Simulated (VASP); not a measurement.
# CuAu (P4/mmm) in VASP: further runs

Runs on CuAu. Level: r2SCAN. Tasks: single point.

Program: VASP 6.6.1. These are calculated values, not measurements. Logs are shortened: lines on timing, memory, paths and dates and some standing lists are left out, and cuts for length are marked.

## Step 1: The cell of the first run

It takes space group P4/mmm (No. 123, tetragonal). The conventional cell has a = 2.792 Å, b = 2.792 Å, c = 3.660 Å, α = 90.00°, β = 90.00°, γ = 90.00°. Within 3.5 Å of Au (site symmetry 4/mmm) lie 8 Cu at 2.69 Å and 4 Au at 2.79 Å. Within 3.5 Å of Cu (site symmetry 4/mmm) lie 8 Au at 2.69 Å and 4 Cu at 2.79 Å.

## Step 2: Single point, r2SCAN

POSCAR

```
CuAu
1.0
    2.7918847965      0.0000000000      0.0000000000
    0.0000000000      2.7918847965      0.0000000000
    0.0000000000      0.0000000000      3.6602677112
Au Cu
1 1
Direct
    0.0000000000      0.0000000000      0.0000000000
    0.5000000000      0.5000000000      0.5000000000
```

INCAR.step1

```
  PREC = Accurate
  ENCUT = 520
  ISMEAR = -1
  SIGMA = 0.05
  LREAL = F
  LASPH = T
  NELM = 60
  NBANDS = 18
  GGA = PE
  ALGO = Normal
  EDIFF = 1E-4
  LWAVE = T
  LCHARG = F
```

INCAR.step2

```
  PREC = Accurate
  ENCUT = 520
  EDIFF = 1E-6
  ISMEAR = -1
  SIGMA = 0.05
  LREAL = F
  LASPH = T
  NELM = 60
  ALGO = Normal
  ISIF = 2
  LWAVE = F
  LCHARG = F
  METAGGA = R2SCAN
  LMIXTAU = T
  NBANDS = 18
  ISTART = 1
```

KPOINTS

```
regular mesh
0
Gamma
  9 9 7
```

Potentials or basis: VASP PAW PBE potentials, release 64 (Au, Cu).

Launch:

```
cat potpaw_PBE.64/Au/POTCAR potpaw_PBE.64/Cu/POTCAR > POTCAR
cp INCAR.step1 INCAR
mpirun -np 1 vasp_std > vasp.out
cp INCAR.step2 INCAR
mpirun -np 1 vasp_std > vasp.out
```

OUTCAR:

```text
PREC = Accurate
   ENCUT = 520
   EDIFF = 1E-6
   ISMEAR = -1
   LREAL = F
   LASPH = T
   NELM = 60
   ISIF = 2
   METAGGA = R2SCAN
   ISTART = 1

 ion  position               nearest neighbor table
   1  0.000  0.000  0.000-   2 2.69   2 2.69   2 2.69   2 2.69   2 2.69   2 2.69   2 2.69   2 2.69

   2  0.500  0.500  0.500-   1 2.69   1 2.69   1 2.69   1 2.69   1 2.69   1 2.69   1 2.69   1 2.69

  LATTYP: Found a simple tetragonal cell.
 ALAT       =     2.7918847965
 C/A-ratio  =     1.3110382333

  Lattice vectors:

 A1 = (   2.7918847965,   0.0000000000,   0.0000000000)
 A2 = (   0.0000000000,   2.7918847965,   0.0000000000)
 A3 = (   0.0000000000,   0.0000000000,   3.6602677112)

Analysis of symmetry for initial positions (statically):
=====================================================================
 Subroutine PRICEL returns:
 Original cell was already a primitive cell.

 Routine SETGRP: Setting up the symmetry group for a
 simple tetragonal supercell.

 Subroutine GETGRP returns: Found 16 space group operations
 (whereof 16 operations were pure point group operations)
 out of a pool of 16 trial point group operations.

The static configuration has the point symmetry D_4h.

Analysis of symmetry for dynamics (positions and initial velocities):
=====================================================================
 Subroutine PRICEL returns:
 Original cell was already a primitive cell.

 Routine SETGRP: Setting up the symmetry group for a
 simple tetragonal supercell.

 Subroutine GETGRP returns: Found 16 space group operations
 (whereof 16 operations were pure point group operations)
 out of a pool of 16 trial point group operations.

The dynamic configuration has the point symmetry D_4h.

 Subroutine INISYM returns: Found 16 space group operations
 (whereof 16 operations are pure point group operations),
 and found     1 'primitive' translations

----------------------------------------------------------------------------------------

                                     Primitive cell

  volume of cell :      28.5304

  direct lattice vectors                    reciprocal lattice vectors
     2.791884797  0.000000000  0.000000000     0.358180968  0.000000000  0.000000000
     0.000000000  2.791884797  0.000000000     0.000000000  0.358180968  0.000000000
     0.000000000  0.000000000  3.660267711     0.000000000  0.000000000  0.273204060

  length of vectors
     2.791884797  2.791884797  3.660267711     0.358180968  0.358180968  0.273204060

  position of ions in fractional coordinates (direct lattice)
     0.000000000  0.000000000  0.000000000
     0.500000000  0.500000000  0.500000000

  ion indices of the primitive-cell ions
   primitive index   ion index
                 1           1
                 2           2

----------------------------------------------------------------------------------------

 KPOINTS: regular mesh

Automatic generation of k-mesh.
 Grid dimensions read from file:
 generate k-points for:    9    9    7

 Generating k-lattice:

  Cartesian coordinates                     Fractional coordinates (reciprocal lattice)
     0.039797885  0.000000000  0.000000000     0.111111111  0.000000000  0.000000000
     0.000000000  0.039797885  0.000000000     0.000000000  0.111111111  0.000000000
     0.000000000  0.000000000  0.039029151     0.000000000  0.000000000  0.142857143

  Length of vectors
     0.039797885  0.039797885  0.039029151

  Shift w.r.t. Gamma in fractional coordinates (k-lattice)
     0.000000000  0.000000000  0.000000000

 Subroutine IBZKPT returns following result:
 ===========================================

 Found     60 irreducible k-points:

 Following reciprocal coordinates:
            Coordinates               Weight
  0.000000  0.000000  0.000000      1.000000
  0.111111  0.000000  0.000000      4.000000
  0.222222  0.000000  0.000000      4.000000
  0.333333  0.000000  0.000000      4.000000
  0.444444  0.000000  0.000000      4.000000
  0.111111  0.111111  0.000000      4.000000
[... 16 lines left out ...]
  0.333333  0.111111  0.142857     16.000000
  0.444444  0.111111  0.142857     16.000000
 [... further k-points ...]
   k-points           NKPTS =     60   k-points in BZ     NKDIM =     60   number of bands    NBANDS=     18
   number of dos      NEDOS =    301   number of ions     NIONS =      2
   total plane-waves  NPLWV =  16128
   dimension x,y,z NGX =    24 NGY =   24 NGZ =   28
   dimension x,y,z NGXF=    48 NGYF=   48 NGZF=   56
   ions per type =               1   1
   NGX,Y,Z   is equivalent  to a cutoff of  14.29, 14.29, 12.72 a.u.
   NGXF,Y,Z  is equivalent  to a cutoff of  28.58, 28.58, 25.43 a.u.
 SYSTEM =  unknown system
   PREC   = accura    normal or accurate (medium, high low for compatibility)
   ISTART =      1    job   : 0-new  1-cont  2-samecut
   ICHARG =      0    charge: 1-file 2-atom 10-const
   ISPIN  =      1    spin polarized calculation?
   LNONCOLLINEAR =      F non collinear calculations
   LSORBIT =      F    spin-orbit coupling
   LASPH  =      T    aspherical Exc in radial PAW
   ENCUT  =  520.0 eV  38.22 Ry    6.18 a.u.   5.19  5.19  6.81*2*pi/ulx,y,z
   NELM   =     60;   NELMIN=  2; NELMDL=  0     # of ELM steps
   EDIFF  = 0.1E-05   stopping-criterion for ELM
   LREAL  =      F    real-space projection
   EDIFFG = 0.1E-04   stopping-criterion for IOM
   NSW    =      0    number of steps for IOM
   IBRION =     -1    ionic relax: 0-MD 1-quasi-New 2-CG
   NFREE  =      0    steps in history (QN), initial steepest desc. (CG)
   ISIF   =      2    stress and relaxation
   ISYM   =      2    0-nonsym 1-usesym 2-fastsym
   POTIM  = 0.5000    time-step for ionic-motion
   TEBEG  =    0.0;   TEEND  =   0.0 temperature during run
   PSTRESS=    0.0 pullay stress
   NELECT =      22.0000    total number of electrons
   NUPDOWN=      -1.0000    fix difference up-down
   EMIN   =  10.00;   EMAX   =-10.00  energy-range for DOS
   EFERMI =   0.00;   METHOD = LEGACY
   ISMEAR =    -1;   SIGMA  =   0.05  broadening in eV -4-tet -1-fermi 0-gaus
   EFERMI_NEDOS =   21; number of points for ismear=-14 and -15
   IALGO  =     38    algorithm
   IMIX   =      4    mixing-type and parameters
     AMIX     =   0.40;   BMIX     =  1.00
     AMIX_MAG =   1.60;   BMIX_MAG =  1.00
  volume/ion in A,a.u.               =      14.27        96.27
  Fermi-wavevector in a.u.,A,eV,Ry     =   1.501227  2.836908 30.663223  2.253683
  Thomas-Fermi vector in A             =   2.612625
   LORBIT       =      0    0 simple, 1 ext, 2 COOP (PROOUT), +10 PAW based schemes
   METAGGA = R2SCAN    functional components
   LHFCALC =     F    Hartree Fock is set to
   AEXX    =    0.0000 exact exchange contribution
   IVDW    =     0    specifies the selected vdW correction
   LEPSILON=     F    determine dielectric tensor
   LRPA    =     F    only Hartree local field effects (RPA)
 non-spin polarized calculation
  energy-cutoff  :      520.00
  volume of cell :       28.53
 maximum number of plane-waves:       788
 NGX is ok and might be reduce to    24
   NGX = 11   NGY = 11   NGZ = 13

 number of electron      22.0000009 magnetization

 Free energy of the ion-electron system (eV)
  ---------------------------------------------------
  ext. energy  EPLUGINS =         0.00000000
  ---------------------------------------------------
  free energy    TOTEN  =       -61.55210909 eV

  energy without entropy =      -61.54840828  energy(sigma->0) =      -61.55025868

 E-fermi :   8.8650     XC(G=0): -13.7460

 val. band max:        8.8056795674   @ k =   0.1111   0.1111   0.2857
 cond. band min:       8.8878845176   @ k =   0.3333   0.1111   0.4286
 fundamental gap:      0.0822049502
 Fermi energy:         8.8650448518

 k-point     1 :       0.0000    0.0000    0.0000
  band No.  band energies     occupation
      1      -1.3728      2.00000
      2       1.7960      2.00000
      3       1.9908      2.00000
      4       4.5247      2.00000
      5       4.5247      2.00000
      6       5.6339      2.00000
[... 10 lines left out ...]
     17      26.7620      0.00000
     18      27.1001      0.00000

 k-point     2 :       0.1111    0.0000    0.0000
  band No.  band energies     occupation
      1      -1.0708      2.00000
      2       1.9423      2.00000
      3       2.1707      2.00000
      4       4.3347      2.00000
      5       4.5946      2.00000
      6       5.4994      2.00000
[... 10 lines left out ...]
     17      27.1886      0.00000
     18      28.8331      0.00000

 k-point     3 :       0.2222    0.0000    0.0000
  band No.  band energies     occupation
      1      -0.2444      2.00000
      2       2.2333      2.00000
      3       2.7852      2.00000
      4       3.8433      2.00000
      5       4.7899      2.00000
      6       5.1485      2.00000
[... 10 lines left out ...]
     17      26.4102      0.00000
     18      28.5292      0.00000

 k-point     4 :       0.3333    0.0000    0.0000
  band No.  band energies     occupation
      1       0.8377      2.00000
      2       2.6203      2.00000
      3       3.3018      2.00000
      4       3.6172      2.00000
      5       4.7481      2.00000
      6       5.0614      2.00000
[... 375 lines left out ...]
      4       3.7965      2.00000
      5       4.4423      2.00000
      6       4.8980      2.00000
[... 10 lines left out ...]
     17      27.4629      0.00000
     18      28.4986      0.00000

 k-point    23 :       0.3333    0.1111    0.1429
  band No.  band energies     occupation
      1       1.2655      2.00000
      2       2.7232      2.00000
      3       3.2556      2.00000
      4       3.6901      2.00000
      5       4.4616      2.00000
      6       4.7312      2.00000
[... 10 lines left out ...]
     17      26.7548      0.00000
     18      27.3948      0.00000

 k-point    24 :       0.4444    0.1111    0.1429
  band No.  band energies     occupation
      1       2.0167      2.00000
      2       2.5428      2.00000
      3       3.3082      2.00000
      4       3.6640      2.00000
      5       4.5313      2.00000
      6       5.2148      2.00000
[... 10 lines left out ...]
     17      24.7821      0.00000
     18      25.4566      0.00000

 [... further k-points ...]
[... 5 lines left out ...]
  --------------------------------------------------------------------------------------
  -------------------------------------------------------------------------------------
  Total        0.6178382      0.6178382      0.4344653      0.0000000      0.0000000      0.0000000
  in kB       34.6958471     34.6958471     24.3982036      0.0000000      0.0000000      0.0000000
  external PRESSURE =      31.2632993 kB  Pullay stress =       0.0000000 kB

 VOLUME and BASIS-vectors are now :
 -----------------------------------------------------------------------------
  energy-cutoff  :      520.00
  volume of cell :       28.53
      direct lattice vectors                 reciprocal lattice vectors
     2.791884797  0.000000000  0.000000000     0.358180968  0.000000000  0.000000000
     0.000000000  2.791884797  0.000000000     0.000000000  0.358180968  0.000000000
     0.000000000  0.000000000  3.660267711     0.000000000  0.000000000  0.273204060

 POSITION                                       TOTAL-FORCE (eV/Angst)
 -----------------------------------------------------------------------------------
      0.00000      0.00000      0.00000         0.000000      0.000000      0.000000
      1.39594      1.39594      1.83013         0.000000      0.000000      0.000000
 -----------------------------------------------------------------------------------
    total drift:                                0.000000      0.000000     -0.000000

  FREE ENERGIE OF THE ION-ELECTRON SYSTEM (eV)
  ---------------------------------------------------
  free  energy   TOTEN  =       -61.5521090889 eV

  energy  without entropy=      -61.5484082780  energy(sigma->0) =      -61.55025868
```

Run time: 72 s. Hardware: 1 thread of Intel Xeon Platinum 8488C (Sapphire Rapids), shared host; peak memory 0.17 GiB.

What came out:

```
Free energy            : -61.5521 eV
Pressure               : 3.1 GPa
Band gap on the k mesh : zero (band 11 reaches 12.55 eV, above the bottom of band 12 at 6.78 eV)
```

Stress tensor (GPa, compression positive):
```
3.47 0.00 0.00
0.00 3.47 0.00
0.00 0.00 2.44
```

Levels at points of the mesh, in eV from the Fermi level:
```csv
k point,band 9,band 10,band 11,band 12,band 13,band 14
"(0.00, 0.00, 0.00)",-1.82,-1.57,-1.57,2.24,8.66,10.66
```

Caveat: the PAW data sets were made with another functional, which shifts forces and pressure a little; spin-orbit coupling is left out, which moves the levels of the heavy elements.

## Step 3: Single point, r2SCAN

This run uses another cell than the first one, of 14.56 Å³/atom, 1.020 times its volume.

POSCAR

```
CuAu
1.0
    2.8107494552      0.0000000000      0.0000000000
    0.0000000000      2.8107494552      0.0000000000
    0.0000000000      0.0000000000      3.6850000000
Au Cu
1 1
Direct
    0.0000000000      0.0000000000      0.0000000000
    0.5000000000      0.5000000000      0.5000000000
```

INCAR.step1

```
ALGO = Normal
EDIFF = 1E-4
ENCUT = 520
GGA = PE
ISMEAR = -1
LASPH = True
LCHARG = False
LREAL = False
LWAVE = True
NBANDS = 18
NELM = 100
PREC = Accurate
SIGMA = 0.05
```

INCAR.step2

```
ALGO = Normal
EDIFF = 1E-6
ENCUT = 520
ISIF = 2
ISMEAR = -1
ISTART = 1
LASPH = True
LCHARG = True
LELF = True
LMIXTAU = True
LREAL = False
LVHAR = True
LWAVE = False
METAGGA = R2SCAN
NBANDS = 18
NELM = 100
PREC = Accurate
SIGMA = 0.05
```

KPOINTS

```
k-points
0
Gamma
  9 9 7
```

Potentials or basis: VASP PAW PBE potentials, release 64 (Au, Cu).

Launch:

```
cat potpaw_PBE.64/Au/POTCAR potpaw_PBE.64/Cu/POTCAR > POTCAR
cp INCAR.step1 INCAR
mpirun -np 1 vasp_std > vasp.out
cp INCAR.step2 INCAR
mpirun -np 1 vasp_std > vasp.out
```

Run time: 67 s. Hardware: 1 thread of Intel Xeon Platinum 8488C (Sapphire Rapids), shared host; peak memory 0.17 GiB.

Results (log left out):

| Quantity | Value |
| --- | --- |
| Free energy | -61.5586 eV |
| Pressure | -0.3 GPa |
| Band gap on the k mesh | zero (band 11 reaches 12.18 eV, above the bottom of band 12 at 6.52 eV) |

Stress tensor (GPa, compression positive):
```
-0.08  0.00  0.00
 0.00 -0.08  0.00
 0.00  0.00 -0.72
```

Levels at points of the mesh, in eV from the Fermi level:
```
           k point  band 9  band 10  band 11  band 12  band 13  band 14
(0.00, 0.00, 0.00)   -1.80    -1.55    -1.55     2.27     8.46    10.57
```

Caveat: the PAW data sets were made with another functional, which shifts forces and pressure a little; spin-orbit coupling is left out, which moves the levels of the heavy elements.

## Step 4: Single point, r2SCAN

This run uses another cell than the first one, of 15.43 Å³/atom, 1.082 times its volume.

POSCAR

```
CuAu
1.0
    2.8658761851      0.0000000000      0.0000000000
    0.0000000000      2.8658761851      0.0000000000
    0.0000000000      0.0000000000      3.7572732506
Au Cu
1 1
Direct
    0.0000000000      0.0000000000      0.0000000000
    0.5000000000      0.5000000000      0.5000000000
```

INCAR.step1

```
PREC     = Accurate       # precision mode
ENCUT    = 520            # plane-wave cutoff, eV
ISMEAR   = -1             # smearing method
SIGMA    = 0.05           # smearing width, eV
LREAL    = False          # projectors in reciprocal space
LASPH    = True           # aspherical terms in the spheres
NELM     = 80             # most SCF steps
NBANDS   = 18             # bands
GGA      = PE             # functional
ALGO     = Normal         # electronic algorithm
EDIFF    = 1E-4           # SCF threshold, eV
LWAVE    = True           # write WAVECAR
LCHARG   = False          # write CHGCAR
```

INCAR.step2

```
PREC     = Accurate       # precision mode
ENCUT    = 520            # plane-wave cutoff, eV
EDIFF    = 1E-7           # SCF threshold, eV
ISMEAR   = -1             # smearing method
SIGMA    = 0.05           # smearing width, eV
LREAL    = False          # projectors in reciprocal space
LASPH    = True           # aspherical terms in the spheres
NELM     = 80             # most SCF steps
ALGO     = Normal         # electronic algorithm
ISIF     = 2              # what is computed and relaxed
LWAVE    = False          # write WAVECAR
LCHARG   = False          # write CHGCAR
METAGGA  = R2SCAN         # meta-GGA
LMIXTAU  = True         
NBANDS   = 18             # bands
ISTART   = 1
```

KPOINTS

```
Automatic mesh
0
Gamma
  9 9 7
```

Launch:

```
cat potpaw_PBE.64/Au/POTCAR potpaw_PBE.64/Cu/POTCAR > POTCAR
cp INCAR.step1 INCAR
mpirun -np 1 vasp_std > vasp.out
cp INCAR.step2 INCAR
mpirun -np 1 vasp_std > vasp.out
```

Wall time 97 s (1 thread of Intel Xeon Platinum 8488C (Sapphire Rapids), shared host); peak memory 0.17 GiB.

Results (log left out):

* Free energy: -61.5140 eV
* Pressure: -7.9 GPa
* Band gap on the k mesh: zero (band 11 reaches 11.18 eV, above the bottom of band 12 at 5.80 eV)

Stress tensor (GPa, compression positive):
```
-7.97  0.00  0.00
 0.00 -7.97  0.00
 0.00  0.00 -7.69
```

Levels at points of the mesh, in eV from the Fermi level:
| k point | band 8 | band 9 | band 10 | band 11 | band 12 | band 13 | band 14 | band 15 |
| --- | --- | --- | --- | --- | --- | --- | --- | --- |
| (0.00, 0.00, 0.00) | -2.15 | -1.74 | -1.52 | -1.52 | 2.33 | 7.91 | 10.30 | 10.30 |

Caveat: the PAW data sets were made with another functional, which shifts forces and pressure a little; spin-orbit coupling is left out, which moves the levels of the heavy elements.

## Step 5: The runs side by side

| cell | gap on the mesh (eV) | pressure (GPa) |
| --- | --- | --- |
| a = 2.792, b = 2.792, c = 3.660 Å, 2 atoms | none | 3.1 |
| a = 2.811, b = 2.811, c = 3.685 Å, 2 atoms | none | -0.3 |
| a = 2.866, b = 2.866, c = 3.757 Å, 2 atoms | none | -7.9 |

Alike in all rows: task single point; level r2SCAN; potentials or basis VASP PAW PBE potentials, release 64 (Au, Cu); no spin polarisation; k mesh 9 × 9 × 7; cutoff (eV) 520; smearing fermi-dirac 0.05 eV.

Caveats: the PAW data sets were made with another functional, which shifts forces and pressure a little; spin-orbit coupling is left out, which moves the levels of the heavy elements.

Absolute energies hang on the potentials; compare differences alone.
